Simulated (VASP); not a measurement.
Here is a VASP 6.6.1 calculation.

Contents of POSCAR:

```
KCl
1.0
    0.0000000000      3.5072828304      3.5072828304
    3.5072828304      0.0000000000      3.5072828304
    3.5072828304      3.5072828304      0.0000000000
K Cl
1 1
Direct
    0.0000000000      0.0000000000      0.0000000000
    0.2500000000      0.2500000000      0.2500000000
```

The input INCAR.step1:

```
PREC = Accurate
ENCUT = 520
EDIFF = 1E-5
ISMEAR = 0
SIGMA = 0.01
LREAL = False
LASPH = True
NELM = 100
ALGO = Normal
ISIF = 2
LWAVE = True
LCHARG = False
NBANDS = 15
GGA = PE
```

File INCAR.step2:

```
PREC = Accurate
ENCUT = 520
EDIFF = 1E-6
ISMEAR = 0
SIGMA = 0.01
LREAL = False
LASPH = True
NELM = 100
ALGO = Normal
ISIF = 2
LWAVE = False
LCHARG = False
GGA = PE
LHFCALC = True
AEXX = 0.2
HFSCREEN = 0.5
PRECFOCK = Normal
NBANDS = 15
ISTART = 1
```

Contents of KPOINTS:

```
Automatic mesh
0
Gamma
  4 4 4
```

Potentials or basis: VASP PAW PBE potentials, release 64 (K_sv, Cl).

The run is started by

```sh
$ cat potpaw_PBE.64/K_sv/POTCAR potpaw_PBE.64/Cl/POTCAR > POTCAR
$ cp INCAR.step1 INCAR
$ mpirun -np 1 vasp_std > vasp.out
$ cp INCAR.step2 INCAR
$ mpirun -np 1 vasp_std > vasp.out
```

Question: Estimate the pressure.

Answer: 0.2 GPa.

Question: What does it give for the band gap on the k mesh?

Answer: 5.28 eV (least direct gap 5.32 eV).

Caveat: the structure was generated, so it needn't be the stable form of KCl; the PAW data sets were made with another functional, which shifts forces and pressure a little. A k mesh can miss the band edges.
